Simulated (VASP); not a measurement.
A run of VASP 6.6.1 is set up as follows.

File INCAR:

```
SYSTEM = AlCu
  PREC = Accurate
  ENCUT = 520
  EDIFF = 1E-6
  ISMEAR = 0
  SIGMA = 0.1
  LREAL = .FALSE.
  LASPH = .TRUE.
  NELM = 100
  ALGO = Normal
  ISIF = 2
  LWAVE = .FALSE.
  LCHARG = .FALSE.
  LDIPOL = .TRUE.
  IDIPOL = 3
  DIPOL = 0.5 0.5 0.277
  GGA = PE
  NBANDS = 14
```

KPOINTS

```
regular mesh
0
G
  24 24 1
  0 0 0
```

POSCAR

```
AlCu
1.0
    2.6184879506      0.0000000000      0.0000000000
   -1.3092439753      2.2676770847      0.0000000000
    0.0000000000      0.0000000000     28.8484521109
Al Cu
1 1
Direct
    0.0000000000      0.0000000000      0.2341568798
    0.0000000000      0.0000000000      0.3204655983
```

Potentials or basis: VASP PAW PBE potentials, release 64 (Al, Cu).

Command:

```sh
$ cat potpaw_PBE.64/Al/POTCAR potpaw_PBE.64/Cu/POTCAR > POTCAR
$ mpirun -np 1 vasp_std > vasp.out
```

Question: Predict the band gap on the k mesh.

Answer: Zero (bands 7 and 8 overlap by 2.39 eV).

Question: Estimate the largest force.

Answer: 0.019 eV/Å.

Forces on the atoms (eV/Å):
```
Al   0.000  0.000 -0.019
Cu   0.000  0.000  0.019
```
